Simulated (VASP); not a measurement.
Here is a VASP 6.6.1 calculation.

File INCAR:

```
PREC = Accurate
ENCUT = 520
EDIFF = 1E-6
ISMEAR = 0
SIGMA = 0.1
LREAL = False
LASPH = True
NELM = 60
ALGO = Normal
ISIF = 2
LWAVE = False
LCHARG = False
GGA = PE
NBANDS = 20
```

Contents of KPOINTS:

```
Automatic mesh
0
Gamma
  6 6 6
```

POSCAR

```
Cu2H3
1.0
    3.8535931800      0.0000000000      0.0000000000
   -1.9267965900      3.3373095900      0.0000000000
    0.0000000000      0.0000000000      3.4603044400
Cu H
2 3
Direct
    0.3333333300      0.6666666700      0.0000000000
    0.6666666700      0.3333333300      0.0000000000
    0.0000000000      0.0000000000      0.8397333000
    0.0000000000      0.0000000000      0.1602667000
    0.0000000000      0.0000000000      0.5000000000
```

Potentials or basis: VASP PAW PBE potentials, release 64 (Cu, H).

Command:

```bash
$ cat potpaw_PBE.64/Cu/POTCAR potpaw_PBE.64/H/POTCAR > POTCAR
$ mpirun -np 1 vasp_std > vasp.out
```

Problem. Predict the band gap on the k mesh.

Solution. Zero (an odd number of electrons rules out a gap without spin polarisation).

Problem. Estimate the pressure.

Solution. 7.6 GPa.

Problem. What does it give for the largest force?

Solution. 1.804 eV/Å.

Forces in eV/Å, atoms in the order of the input:
```
Cu   0.000  0.000  0.000
Cu   0.000  0.000  0.000
H    0.000  0.000 -1.804
H    0.000  0.000  1.804
H    0.000  0.000  0.000
```

Caveat: the cell stands under pressure; forces of over 1 eV/Å act on the atoms, so gaps and moduli don't describe the material at rest.
